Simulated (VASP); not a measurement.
# Sn (I4_1/amd) in VASP: density of states with PBE

Aim: the density of states of Sn with PBE.

All numbers are computed with VASP 6.6.1; they aren't measurements. Logs are shortened: lines on timing, memory, paths and dates and some standing lists are left out, and cuts for length are marked.

### Step 1. The cell of the first run

Symmetry: I4_1/amd, No. 141, tetragonal system. Conventional cell: a = 5.839 Å, b = 5.839 Å, c = 3.188 Å, α = 90.00°, β = 90.00°, γ = 90.00°. Sn (site symmetry -4m2) has 10 Sn at 3.03 to 3.77 Å within 4.0 Å.

### Step 2. Density of states, PBE

The input, POSCAR:

```
Sn
1.0
   -2.9196440700      2.9196440700      1.5938000000
    2.9196440700     -2.9196440700      1.5938000000
    2.9196440700      2.9196440700     -1.5938000000
Sn
2
Direct
    0.0000000000      0.0000000000      0.0000000000
    0.7500000000      0.2500000000      0.5000000000
```

The input, INCAR.step1:

```
PREC = Accurate ; ENCUT = 520
EDIFF = 1E-6 ; ISMEAR = -1
SIGMA = 0.15 ; LREAL = F
LASPH = T ; NELM = 100
ALGO = Normal ; ISIF = 2
LWAVE = F ; LCHARG = T
GGA = PE ; NBANDS = 21
```

The input, KPOINTS.step1:

```
regular mesh
0
Gamma
  12 12 12
```

The input, INCAR.step2:

```
PREC = Accurate ; ENCUT = 520
EDIFF = 1E-6 ; ISMEAR = -5
SIGMA = 0.15 ; LREAL = F
LASPH = T ; NELM = 100
ALGO = Normal ; ISIF = 2
LWAVE = F ; LCHARG = F
GGA = PE ; LORBIT = 10
NBANDS = 21 ; NEDOS = 1001
ICHARG = 11
```

The input, KPOINTS.step2:

```
regular mesh
0
Gamma
  18 18 18
```

Potentials or basis: VASP PAW PBE potentials, release 64 (Sn_d).

The run is started by

```bash
> cat potpaw_PBE.64/Sn_d/POTCAR > POTCAR
> cp INCAR.step1 INCAR
> cp KPOINTS.step1 KPOINTS
> mpirun -np 1 vasp_std > vasp.out
> cp INCAR.step2 INCAR
> cp KPOINTS.step2 KPOINTS
> mpirun -np 1 vasp_std > vasp.out
```

OUTCAR:

```text
PREC = Accurate
   ENCUT = 520
   EDIFF = 1E-6
   ISMEAR = -5
   LREAL = F
   LASPH = T
   NELM = 100
   ISIF = 2
   GGA = PE
   LORBIT = 10
   ICHARG = 11

 ion  position               nearest neighbor table
   1  0.000  0.000  0.000-   2 3.03   2 3.03   2 3.03   2 3.03
   2  0.750  0.250  0.500-   1 3.03   1 3.03   1 3.03   1 3.03

  LATTYP: Found a body centered tetragonal cell.
 ALAT       =     5.8392881400
 C/A-ratio  =     0.5458884582

  Lattice vectors:

 A1 = (  -2.9196440700,   2.9196440700,   1.5938000000)
 A2 = (   2.9196440700,  -2.9196440700,   1.5938000000)
 A3 = (   2.9196440700,   2.9196440700,  -1.5938000000)

Analysis of symmetry for initial positions (statically):
=====================================================================
 Subroutine PRICEL returns:
 Original cell was already a primitive cell.

 Routine SETGRP: Setting up the symmetry group for a
 body centered tetragonal supercell.

 Subroutine GETGRP returns: Found 16 space group operations
 (whereof  8 operations were pure point group operations)
 out of a pool of 16 trial point group operations.

The static configuration has the point symmetry D_2d.
 The point group associated with its full space group is D_4h.

Analysis of symmetry for dynamics (positions and initial velocities):
=====================================================================
 Subroutine PRICEL returns:
 Original cell was already a primitive cell.

 Routine SETGRP: Setting up the symmetry group for a
 body centered tetragonal supercell.

 Subroutine GETGRP returns: Found 16 space group operations
 (whereof  8 operations were pure point group operations)
 out of a pool of 16 trial point group operations.

The dynamic configuration has the point symmetry D_2d.
 The point group associated with its full space group is D_4h.

 Subroutine INISYM returns: Found 16 space group operations
 (whereof  8 operations are pure point group operations),
 and found     1 'primitive' translations

----------------------------------------------------------------------------------------

                                     Primitive cell

  volume of cell :      54.3443

  direct lattice vectors                    reciprocal lattice vectors
    -2.919644070  2.919644070  1.593800000     0.000000000  0.171253751  0.313715648
[... 85 lines left out ...]
   LASPH  =      T    aspherical Exc in radial PAW
   ENCUT  =  520.0 eV  38.22 Ry    6.18 a.u.   8.23  8.23  8.23*2*pi/ulx,y,z
   NELM   =    100;   NELMIN=  2; NELMDL=  0     # of ELM steps
   EDIFF  = 0.1E-05   stopping-criterion for ELM
   LREAL  =      F    real-space projection
   EDIFFG = 0.1E-04   stopping-criterion for IOM
   NSW    =      0    number of steps for IOM
   IBRION =     -1    ionic relax: 0-MD 1-quasi-New 2-CG
   NFREE  =      0    steps in history (QN), initial steepest desc. (CG)
   ISIF   =      2    stress and relaxation
   ISYM   =      2    0-nonsym 1-usesym 2-fastsym
   POTIM  = 0.5000    time-step for ionic-motion
   TEBEG  =    0.0;   TEEND  =   0.0 temperature during run
   PSTRESS=    0.0 pullay stress
   NELECT =      28.0000    total number of electrons
   NUPDOWN=      -1.0000    fix difference up-down
   EMIN   =  10.00;   EMAX   =-10.00  energy-range for DOS
   EFERMI =   0.00;   METHOD = LEGACY
   ISMEAR =    -5;   SIGMA  =   0.15  broadening in eV -4-tet -1-fermi 0-gaus
   EFERMI_NEDOS =   21; number of points for ismear=-14 and -15
   IALGO  =     38    algorithm
   IMIX   =      4    mixing-type and parameters
     AMIX     =   0.40;   BMIX     =  1.00
     AMIX_MAG =   1.60;   BMIX_MAG =  1.00
  volume/ion in A,a.u.               =      27.17       183.37
  Fermi-wavevector in a.u.,A,eV,Ry     =   1.312430  2.480134 23.435677  1.722474
  Thomas-Fermi vector in A             =   2.442823
   LORBIT       =     10    0 simple, 1 ext, 2 COOP (PROOUT), +10 PAW based schemes
   GGA     = PE    functional components
   LHFCALC =     F    Hartree Fock is set to
   AEXX    =    0.0000 exact exchange contribution
   IVDW    =     0    specifies the selected vdW correction
   LEPSILON=     F    determine dielectric tensor
   LRPA    =     F    only Hartree local field effects (RPA)
 non-spin polarized calculation
 Fermi weights with tetrahedron method with Bloechl corrections
  energy-cutoff  :      520.00
  volume of cell :       54.34
 maximum number of plane-waves:      1484
 NGX is ok and might be reduce to    36

 number of electron      27.9999999 magnetization

 Free energy of the ion-electron system (eV)
  ---------------------------------------------------
  ext. energy  EPLUGINS =         0.00000000
  ---------------------------------------------------
  free energy    TOTEN  =        -7.59332879 eV

  energy without entropy =       -7.59332879  energy(sigma->0) =       -7.59332879

 E-fermi :   7.9589     XC(G=0): -10.2994

 val. band max:        8.0734286819   @ k =  -0.1111   0.5000   0.1111
 cond. band min:       7.8790371952   @ k =  -0.2778   0.2778   0.0000
 fundamental gap:     -0.1943914867
 Fermi energy:         7.9589480457

 k-point     1 :       0.0000    0.0000    0.0000
  band No.  band energies     occupation
      1     -13.6979      2.00000
      2     -13.6109      2.00000
      3     -13.5705      2.00000
      4     -13.5563      2.00000
      5     -13.4099      2.00000
      6     -13.4099      2.00000
[... 565 lines left out ...]
     20      16.2915      0.00000
     21      16.4399      0.00000

 [... further k-points ...]
[... 5 lines left out ...]
  --------------------------------------------------------------------------------------
  -------------------------------------------------------------------------------------
  Total        0.7609603      0.7609603      0.6531558      0.0000000      0.0000000      0.0000000
  in kB       22.4346305     22.4346305     19.2563402      0.0000000      0.0000000      0.0000000
  external PRESSURE =      21.3752004 kB  Pullay stress =       0.0000000 kB

 VOLUME and BASIS-vectors are now :
 -----------------------------------------------------------------------------
  energy-cutoff  :      520.00
  volume of cell :       54.34
      direct lattice vectors                 reciprocal lattice vectors
    -2.919644070  2.919644070  1.593800000     0.000000000  0.171253751  0.313715648
     2.919644070 -2.919644070  1.593800000     0.171253751  0.000000000  0.313715648
     2.919644070  2.919644070 -1.593800000     0.171253751  0.171253751  0.000000000

 POSITION                                       TOTAL-FORCE (eV/Angst)
 -----------------------------------------------------------------------------------
      0.00000      0.00000      0.00000        -0.000000      0.000000      0.000000
      0.00000      2.91964      0.79690         0.000000     -0.000000     -0.000000
 -----------------------------------------------------------------------------------
    total drift:                               -0.000000      0.000000      0.000000

  FREE ENERGIE OF THE ION-ELECTRON SYSTEM (eV)
  ---------------------------------------------------
  free  energy   TOTEN  =        -7.5933287872 eV

  energy  without entropy=       -7.5933287872  energy(sigma->0) =       -7.59332879

 total charge

# of ion       s       p       d       tot
------------------------------------------
    1        1.235   1.015   9.976  12.226
    2        1.235   1.015   9.976  12.226
--------------------------------------------------
tot          2.470   2.031  19.951  24.451
```

OUTCAR.step1:

```text
PREC = Accurate
   ENCUT = 520
   EDIFF = 1E-6
   ISMEAR = -1
   LREAL = F
[... 801 lines left out ...]
      0.00000      0.00000      0.00000        -0.000000      0.000000     -0.000000
      0.00000      2.91964      0.79690         0.000000     -0.000000      0.000000
 -----------------------------------------------------------------------------------
    total drift:                               -0.000000      0.000000     -0.000000

  FREE ENERGIE OF THE ION-ELECTRON SYSTEM (eV)
  ---------------------------------------------------
  free  energy   TOTEN  =        -7.6295936017 eV

  energy  without entropy=       -7.5596871834  energy(sigma->0) =       -7.59464039
```

It took 4.4 min on 1 thread of Intel Xeon 6975P-C (Granite Rapids), shared host; peak memory 0.53 GiB.

Results:

```
Valence electrons inside the program's atomic spheres : Sn 12.23
```

Levels at points of the mesh, in eV from the Fermi level:
```tsv
k point	band 10	band 11	band 12	band 13	band 14	band 15	band 16	band 17	band 18	band 19
(0.00, 0.00, 0.00)	-21.16	-11.12	-3.61	-1.97	-1.97	2.98	6.24	6.24	6.81	6.91
(0.50, 0.00, 0.00)	-21.23	-6.93	-5.40	-2.31	-1.69	-1.15	2.25	2.85	4.69	7.20
(0.50, 0.50, 0.00)	-21.29	-8.88	-8.88	0.60	0.60	1.60	1.60	5.98	5.98	9.50
(0.50, 0.50, 0.50)	-21.35	-7.54	-7.54	-4.80	-4.80	5.00	5.00	9.41	9.41	12.58
```

Caveat: spin-orbit coupling is left out, which moves the levels of the heavy elements; tetrahedron occupations give inexact forces and stress in metals.
